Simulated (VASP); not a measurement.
Set up this calculation in VASP 6.6.1, as the native input.

```yaml
Task: relaxation of cell and atoms
Functional: LDA
Potentials_or_basis: VASP PAW LDA potentials, release 64 (Ti_sv, Co)
Cutoff: 600 eV
k_mesh: 10 × 10 × 10
Occupations: gaussian, width 0.1 eV
Spin: no spin polarisation
Dipole_correction: no
Further_INCAR_settings: ALGO = Fast; EDIFF = 1e-06; IBRION = 2; EDIFFG = -0.005; NSW = 100; ISIF = 3
```

The structure of TiCo2 lies in POSCAR:

```
TiCo2
1.0
    0.0000000000      3.2442710890      3.2442710890
    3.2442710890      0.0000000000      3.2442710890
    3.2442710890      3.2442710890      0.0000000000
Ti Co
2 4
Direct
    0.5000000000      0.5000000000      0.5000000000
    0.7500000000      0.7500000000      0.7500000000
    0.1250000000      0.1250000000      0.1250000000
    0.6250000000      0.1250000000      0.1250000000
    0.1250000000      0.1250000000      0.6250000000
    0.1250000000      0.6250000000      0.1250000000
```

The input as run:

INCAR

```
SYSTEM = TiCo2
PREC = Accurate
ENCUT = 600
EDIFF = 1E-6
ISMEAR = 0
SIGMA = 0.1
LREAL = .False.
LASPH = .True.
NELM = 80
ALGO = Fast
ISIF = 3
LWAVE = .False.
LCHARG = .False.
IBRION = 2
NSW = 100
EDIFFG = -0.005
```

KPOINTS

```
regular mesh
0
Gamma
  10 10 10
  0 0 0
```

Potentials or basis: VASP PAW LDA potentials, release 64 (Ti_sv, Co).

Command:

```sh
$ cat potpaw_LDA.64/Ti_sv/POTCAR potpaw_LDA.64/Co/POTCAR > POTCAR
$ mpirun -np 1 vasp_std > vasp.out
```

Results of the run:

```
Relaxed volume                         : 11.35 Å³/atom
Relaxed cell                           : a = 4.583 Å, b = 4.583 Å, c = 4.583 Å, α = 60.00°, β = 60.00°, γ = 60.00°
Space group after relaxing (to 0.05 Å) : Fd-3m (No. 227)
Energy gained by relaxing              : 0.1 meV/atom
Ionic steps                            : 3
Pressure after relaxing                : 0.0 GPa
Band gap on the k mesh                 : zero (band 30 reaches 11.20 eV, above the bottom of band 31 at 10.38 eV)
```

Run time: 9.6 min on 1 thread of AMD EPYC 9R45 96-Core Processor (Zen 5) (shared host), peak memory 0.25 GiB.
